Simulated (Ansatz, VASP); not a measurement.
**ZnO in VASP and in Ansatz**

```
CELL_PARAMETERS angstrom
3.08693 0.00000 0.00000
-1.54346 2.67336 0.00000
0.00000 0.00000 5.46399
ATOMIC_POSITIONS crystal
Zn 0.33333 0.66667 0.00000
Zn 0.66667 0.33333 0.50000
O 0.33333 0.66667 0.38210
O 0.66667 0.33333 0.88210
```

Change from the starting cell: strain -0.050 along x and y, +0.050 along z, atoms carried along.

Alike in both runs: task single point; functional PBEsol; k mesh 9 × 9 × 6; occupations gaussian, width 0.05 eV; no spin polarisation.

```csv
,VASP,Ansatz
version,VASP 6.6.1,Ansatz 0.2.0
potentials or method,"VASP PAW PBE potentials, release 64 (Zn, O_h), cutoff 910 eV","scalar-relativistic, plane waves, PAW"
valence electrons in the cell,36,36
```

Ansatz gave:

```
gap on the k mesh at the Fermi level (eV) : 0.56
least direct gap on the mesh (eV)         : 0.56
rms of the force components (eV/Å)        : 0.487
```

Estimate VASP's values.

gap on the k mesh at the Fermi level (eV): 0.55; least direct gap on the mesh (eV): 0.55; rms of the force components (eV/Å): 0.517.

VASP's potentials were made for PBE, not for PBEsol. Atom by atom the forces differ by 0.030 eV/Å (rms over components).

Noted on VASP's run: the cutoff is short for stress, so the pressure is rough.
